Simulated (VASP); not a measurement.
# Rh (Cmce) in VASP: further runs, part 2 of 2

VASP 6.6.1. Earlier steps stand in the parts before.

### 3 Relaxation of cell and atoms, PBE

INCAR

```
SYSTEM = Rh
PREC = Accurate ; ENCUT = 600
EDIFF = 1E-7 ; ISMEAR = 0
SIGMA = 0.1 ; LREAL = .False.
LASPH = .True. ; NELM = 80
ALGO = Normal ; ISIF = 3
LWAVE = .False. ; LCHARG = .False.
GGA = PE ; IBRION = 2
NSW = 90 ; EDIFFG = -0.04
```

KPOINTS

```
regular mesh
0
Gamma
  6 6 4
  0 0 0
```

POSCAR

```
Rh
1.0
    2.5318422918     -1.6733540715      0.0000000000
    2.5318422918      1.6733540715      0.0000000000
    0.0000000000      0.0000000000      6.8260282876
Rh
4
Direct
    0.8500000000      0.1500000000      0.1170000000
    0.6500000000      0.3500000000      0.6170000000
    0.1500000000      0.8500000000      0.8830000000
    0.3500000000      0.6500000000      0.3830000000
```

Potentials or basis: VASP PAW PBE potentials, release 64 (Rh_pv).

Started as:

```
> cat potpaw_PBE.64/Rh_pv/POTCAR > POTCAR
> mpirun -np 1 vasp_std > vasp.out
```

OUTCAR:

```text
SYSTEM = Rh
   PREC = Accurate
   ENCUT = 600
   EDIFF = 1E-7
   ISMEAR = 0
   LREAL = .False.
   LASPH = .True.
   NELM = 80
   ISIF = 3
   GGA = PE
   IBRION = 2
   NSW = 90
   EDIFFG = -0.04

 ion  position               nearest neighbor table
   1  0.850  0.150  0.117-   3 1.89   4 2.47   4 2.47   3 2.84   3 3.07   3 3.07   4 3.12   4 3.12

   2  0.650  0.350  0.617-   4 1.89   3 2.47   3 2.47   4 2.84   4 3.07   4 3.07   3 3.12   3 3.12

   3  0.150  0.850  0.883-   1 1.89   2 2.47   2 2.47   1 2.84   1 3.07   1 3.07   2 3.12   2 3.12

   4  0.350  0.650  0.383-   2 1.89   1 2.47   1 2.47   2 2.84   2 3.07   2 3.07   1 3.12   1 3.12

  LATTYP: Found a base centered orthorhombic cell.
 ALAT       =     3.3467081430
 B/A-ratio  =     1.5130344109
 C/A-ratio  =     2.0396246090

  Lattice vectors:

 A1 = (  -2.5318422918,  -1.6733540715,   0.0000000000)
 A2 = (   2.5318422918,  -1.6733540715,   0.0000000000)
 A3 = (   0.0000000000,   0.0000000000,   6.8260282876)

Analysis of symmetry for initial positions (statically):
=====================================================================
 Subroutine PRICEL returns:
 Original cell was already a primitive cell.

 Routine SETGRP: Setting up the symmetry group for a
 base centered orthorhombic supercell.

 Subroutine GETGRP returns: Found  8 space group operations
 (whereof  4 operations were pure point group operations)
 out of a pool of  8 trial point group operations.

The static configuration has the point symmetry C_2h.
 The point group associated with its full space group is D_2h.

Analysis of symmetry for dynamics (positions and initial velocities):
=====================================================================
 Subroutine PRICEL returns:
 Original cell was already a primitive cell.

 Routine SETGRP: Setting up the symmetry group for a
 base centered orthorhombic supercell.

 Subroutine GETGRP returns: Found  8 space group operations
 (whereof  4 operations were pure point group operations)
 out of a pool of  8 trial point group operations.

The dynamic configuration has the point symmetry C_2h.
 The point group associated with its full space group is D_2h.

 Subroutine INISYM returns: Found  8 space group operations
 (whereof  4 operations are pure point group operations),
 and found     1 'primitive' translations

----------------------------------------------------------------------------------------

                                     Primitive cell

  volume of cell :      57.8392

  direct lattice vectors                    reciprocal lattice vectors
     2.531842292 -1.673354071  0.000000000     0.197484654 -0.298801078  0.000000000
     2.531842292  1.673354071  0.000000000     0.197484654  0.298801078  0.000000000
     0.000000000  0.000000000  6.826028288     0.000000000  0.000000000  0.146498074

  length of vectors
     3.034854072  3.034854072  6.826028288     0.358165147  0.358165147  0.146498074

  position of ions in fractional coordinates (direct lattice)
     0.850000000  0.150000000  0.117000000
     0.650000000  0.350000000  0.617000000
     0.150000000  0.850000000  0.883000000
     0.350000000  0.650000000  0.383000000

  ion indices of the primitive-cell ions
   primitive index   ion index
                 1           1
                 2           2
                 3           3
                 4           4

----------------------------------------------------------------------------------------

 KPOINTS: regular mesh

Automatic generation of k-mesh.
 Grid dimensions read from file:
 generate k-points for:    6    6    4

 Generating k-lattice:

  Cartesian coordinates                     Fractional coordinates (reciprocal lattice)
     0.032914109 -0.049800180  0.000000000     0.166666667  0.000000000  0.000000000
     0.032914109  0.049800180  0.000000000     0.000000000  0.166666667  0.000000000
     0.000000000  0.000000000  0.036624519     0.000000000  0.000000000  0.250000000

  Length of vectors
     0.059694191  0.059694191  0.036624519

  Shift w.r.t. Gamma in fractional coordinates (k-lattice)
     0.000000000  0.000000000  0.000000000

 Subroutine IBZKPT returns following result:
 ===========================================

 Found     39 irreducible k-points:

 Following reciprocal coordinates:
            Coordinates               Weight
  0.000000  0.000000  0.000000      1.000000
  0.166667  0.000000  0.000000      4.000000
  0.333333  0.000000  0.000000      4.000000
  0.500000 -0.000000  0.000000      2.000000
  0.166667  0.166667  0.000000      2.000000
  0.333333  0.166667  0.000000      4.000000
[... 16 lines left out ...]
  0.333333  0.333333  0.250000      4.000000
  0.500000  0.333333  0.250000      8.000000
 [... further k-points ...]
   k-points           NKPTS =     39   k-points in BZ     NKDIM =     39   number of bands    NBANDS=     36
   number of dos      NEDOS =    301   number of ions     NIONS =      4
   total plane-waves  NPLWV =  32256
   dimension x,y,z NGX =    24 NGY =   24 NGZ =   56
   dimension x,y,z NGXF=    48 NGYF=   48 NGZF=  112
   ions per type =               4
   NGX,Y,Z   is equivalent  to a cutoff of  13.15, 13.15, 13.64 a.u.
   NGXF,Y,Z  is equivalent  to a cutoff of  26.29, 26.29, 27.28 a.u.
 SYSTEM =  Rh
   PREC   = accura    normal or accurate (medium, high low for compatibility)
   ISTART =      0    job   : 0-new  1-cont  2-samecut
   ICHARG =      2    charge: 1-file 2-atom 10-const
   ISPIN  =      1    spin polarized calculation?
   LNONCOLLINEAR =      F non collinear calculations
   LSORBIT =      F    spin-orbit coupling
   LASPH  =      T    aspherical Exc in radial PAW
   ENCUT  =  600.0 eV  44.10 Ry    6.64 a.u.   6.06  6.06 13.63*2*pi/ulx,y,z
   NELM   =     80;   NELMIN=  2; NELMDL= -5     # of ELM steps
   EDIFF  = 0.1E-06   stopping-criterion for ELM
   LREAL  =      F    real-space projection
   EDIFFG = -.4E-01   stopping-criterion for IOM
   NSW    =     90    number of steps for IOM
   IBRION =      2    ionic relax: 0-MD 1-quasi-New 2-CG
   NFREE  =      1    steps in history (QN), initial steepest desc. (CG)
   ISIF   =      3    stress and relaxation
   ISYM   =      2    0-nonsym 1-usesym 2-fastsym
   POTIM  = 0.5000    time-step for ionic-motion
   TEBEG  =    0.0;   TEEND  =   0.0 temperature during run
   PSTRESS=    0.0 pullay stress
   NELECT =      60.0000    total number of electrons
   NUPDOWN=      -1.0000    fix difference up-down
   EMIN   =  10.00;   EMAX   =-10.00  energy-range for DOS
   EFERMI =   0.00;   METHOD = LEGACY
   ISMEAR =     0;   SIGMA  =   0.10  broadening in eV -4-tet -1-fermi 0-gaus
   EFERMI_NEDOS =   21; number of points for ismear=-14 and -15
   IALGO  =     38    algorithm
   IMIX   =      4    mixing-type and parameters
     AMIX     =   0.40;   BMIX     =  1.00
     AMIX_MAG =   1.60;   BMIX_MAG =  1.00
  volume/ion in A,a.u.               =      14.46        97.58
  Fermi-wavevector in a.u.,A,eV,Ry     =   1.657236  3.131722 37.367470  2.746432
  Thomas-Fermi vector in A             =   2.745024
   LORBIT       =      0    0 simple, 1 ext, 2 COOP (PROOUT), +10 PAW based schemes
   GGA     = PE    functional components
   LHFCALC =     F    Hartree Fock is set to
   AEXX    =    0.0000 exact exchange contribution
   IVDW    =     0    specifies the selected vdW correction
   LEPSILON=     F    determine dielectric tensor
   LRPA    =     F    only Hartree local field effects (RPA)
 conjugate gradient relaxation of ions
 non-spin polarized calculation
 Gauss-broadening in eV      SIGMA  =   0.10
  energy-cutoff  :      600.00
  volume of cell :       57.84
 maximum number of plane-waves:      1951
   NGX = 13   NGY = 13   NGZ = 27

--------------------------------------- Ionic step        1  -------------------------------------------

 number of electron      60.0000010 magnetization

 Free energy of the ion-electron system (eV)
  ---------------------------------------------------
  ext. energy  EPLUGINS =         0.00000000
  ---------------------------------------------------
  free energy    TOTEN  =       -19.60148756 eV

  energy without entropy =      -19.56274299  energy(sigma->0) =      -19.58211527

------------------------ aborting loop because EDIFF is reached ----------------------------------------

  FORCE on cell =-STRESS in cart. coord.  units (eV):
  Direction    XX          YY          ZZ          XY          YZ          ZX
  --------------------------------------------------------------------------------------
  -------------------------------------------------------------------------------------
  Total       -3.8668468     24.4610727     54.5563221      0.0000000      0.0000000      0.0000000
  in kB     -107.1136886    677.5845695   1511.2387928      0.0000000      0.0000000      0.0000000
  external PRESSURE =     693.9032246 kB  Pullay stress =       0.0000000 kB
[... 1986 lines left out ...]
     35      11.9162      0.00000
     36      13.5032      0.00000

 [... further k-points ...]

[... ionic steps 4 to 31 ...]

--------------------------------------- Ionic step       32  -------------------------------------------

 number of electron      60.0000015 magnetization

------------------------ aborting loop because EDIFF is reached ----------------------------------------
[... 71 lines left out ...]
--------------------------------------- Ionic step       34  -------------------------------------------

 number of electron      60.0000014 magnetization

 Free energy of the ion-electron system (eV)
  ---------------------------------------------------
  ext. energy  EPLUGINS =         0.00000000
  ---------------------------------------------------
  free energy    TOTEN  =       -28.97675286 eV

  energy without entropy =      -28.94793337  energy(sigma->0) =      -28.96234311

 E-fermi :  11.4043     XC(G=0): -13.8859

 val. band max:       11.3858933855   @ k =   0.3333   0.0000   0.0000
 cond. band min:      11.4311192534   @ k =   0.5000  -0.0000   0.5000
 fundamental gap:      0.0452258679
 Fermi energy:        11.4043345025
[... 967 lines left out ...]
  FREE ENERGIE OF THE ION-ELECTRON SYSTEM (eV)
  ---------------------------------------------------
  free  energy   TOTEN  =       -28.9767528582 eV

  energy  without entropy=      -28.9479333698  energy(sigma->0) =      -28.96234311

 reached required accuracy - stopping structural energy minimisation
```

OSZICAR:

```text
N       E                     dE             d eps       ncg     rms          rms(c)
DAV:   1     0.837722123520E+03    0.83772E+03   -0.40588E+04  2808   0.214E+03
DAV:   2     0.972067203330E+01   -0.82800E+03   -0.80988E+03  2916   0.636E+02
DAV:   3    -0.203033267823E+02   -0.30024E+02   -0.28491E+02  3080   0.125E+02
[... 376 lines left out ...]
DAV:   3    -0.289767519062E+02    0.89224E-04   -0.24541E-04  2912   0.110E-01    0.218E-02
DAV:   4    -0.289767516820E+02    0.22424E-06   -0.23230E-05  2984   0.358E-02    0.859E-03
DAV:   5    -0.289767522506E+02   -0.56858E-06   -0.21804E-06  2948   0.916E-03    0.406E-03
DAV:   6    -0.289767529507E+02   -0.70010E-06   -0.32356E-07  2384   0.517E-03    0.523E-04
DAV:   7    -0.289767528582E+02    0.92479E-07   -0.20097E-08  1404   0.130E-03
  34 F= -.28976753E+02 E0= -.28962343E+02  d E =-.242617E-03
```

Wall time 14 min (1 thread of Intel Xeon 6975P-C (Granite Rapids), shared host); peak memory 0.22 GiB.

Results:

| Quantity | Value |
| --- | --- |
| Free energy | -28.9768 eV |
| Relaxed volume | 14.07 Å³/atom |
| Relaxed cell | a = 2.726 Å, b = 2.726 Å, c = 7.575 Å, α = 90.00°, β = 90.00°, γ = 90.01° |
| Space group after relaxing (to 0.1 Å) | Fm-3m (No. 225) |
| Energy gained by relaxing | 2343.8 meV/atom |
| Ionic steps | 34 |
| Pressure after relaxing | -0.1 GPa |
| Largest force after relaxing | 0.028 eV/Å |
| Band gap on the k mesh | zero (bands 30 and 31 overlap by 1.78 eV) |

Forces in eV/Å, atoms in the order of the input:
```
Rh   0.000  0.002 -0.028
Rh   0.000 -0.002 -0.028
Rh   0.000 -0.002  0.028
Rh   0.000  0.002  0.028
```

Stress tensor (GPa, compression positive):
```
 0.07  0.00  0.00
 0.00 -0.07  0.00
 0.00  0.00 -0.34
```

The path:
| step | energy change (eV) | largest force (eV/Å) | pressure (GPa) | volume (Å³) |
| --- | --- | --- | --- | --- |
| 1 | 0.0000 | 15.6593 | 69.39 | 57.84 |
| 2 | -3.0979 | 0.8931 | -4.53 | 118.40 |
| 3 | -3.2309 | 0.7328 | -4.26 | 115.33 |
| 4 | -3.3058 | 0.5943 | -4.22 | 113.13 |
| 5 | -3.4777 | 0.3316 | -4.82 | 104.86 |
| 6 | -4.4370 | 2.1619 | -4.95 | 80.08 |
| 7 | -5.2179 | 3.6275 | 2.77 | 68.63 |
| 8 | -5.2833 | 3.7190 | 14.72 | 63.15 |
| 9 | -5.3014 | 3.8020 | 7.36 | 66.04 |
| 10 | -6.4366 | 0.1382 | -30.45 | 75.43 |
| 11 | -6.6877 | 0.3573 | -22.76 | 71.95 |
| 12 | -8.8452 | 1.2611 | 1.65 | 57.50 |
| 13 | -8.8453 | 1.2792 | 2.87 | 57.20 |
| 14 | -9.0240 | 0.6787 | 1.18 | 56.82 |
| 15 | -9.0376 | 0.6652 | 1.31 | 56.68 |
| 16 | -9.1426 | 0.6000 | -2.71 | 57.39 |
| 17 | -9.2287 | 0.4087 | -9.48 | 58.80 |
| 18 | -9.2644 | 0.3703 | -8.22 | 58.40 |
| 19 | -9.3175 | 0.2312 | -4.16 | 57.29 |
| 20 | -9.3186 | 0.2063 | -3.33 | 57.09 |
| 21 | -9.3373 | 0.1985 | -2.12 | 56.78 |
| 22 | -9.3620 | 0.1817 | 1.31 | 55.99 |
| 23 | -9.3626 | 0.1792 | 1.97 | 55.85 |
| 24 | -9.3678 | 0.1545 | 0.86 | 56.07 |
| 25 | -9.3694 | 0.1189 | -0.99 | 56.47 |
| 26 | -9.3700 | 0.1294 | -0.39 | 56.34 |
| 27 | -9.3711 | 0.1152 | -0.21 | 56.30 |
| 28 | -9.3732 | 0.0760 | 0.35 | 56.17 |
| 29 | -9.3724 | 0.0611 | 1.55 | 55.91 |
| 30 | -9.3737 | 0.0549 | 0.82 | 56.07 |
| 31 | -9.3746 | 0.0434 | 0.31 | 56.18 |
| 32 | -9.3750 | 0.0356 | -0.33 | 56.32 |
| 33 | -9.3750 | 0.0359 | -0.26 | 56.30 |
| 34 | -9.3753 | 0.0277 | -0.11 | 56.27 |

Final structure:
```xyz
4
Lattice="1.9271 -1.9275 0.0000 1.9271 1.9275 0.0000 0.0000 0.0000 7.5745" Properties=species:S:1:pos:R:3 pbc="T T T"
Rh    1.9271   -0.9641    0.9487
Rh    1.9271   -0.9634    4.7359
Rh    1.9271    0.9641    6.6259
Rh    1.9271    0.9634    2.8386
```

Caveat: the k points lie up to 0.38 Å⁻¹ apart in the final cell, too coarse for converged energies and pressures of a metal.

The gap in the log of VASP goes by the Fermi energy; the results here count the filled bands.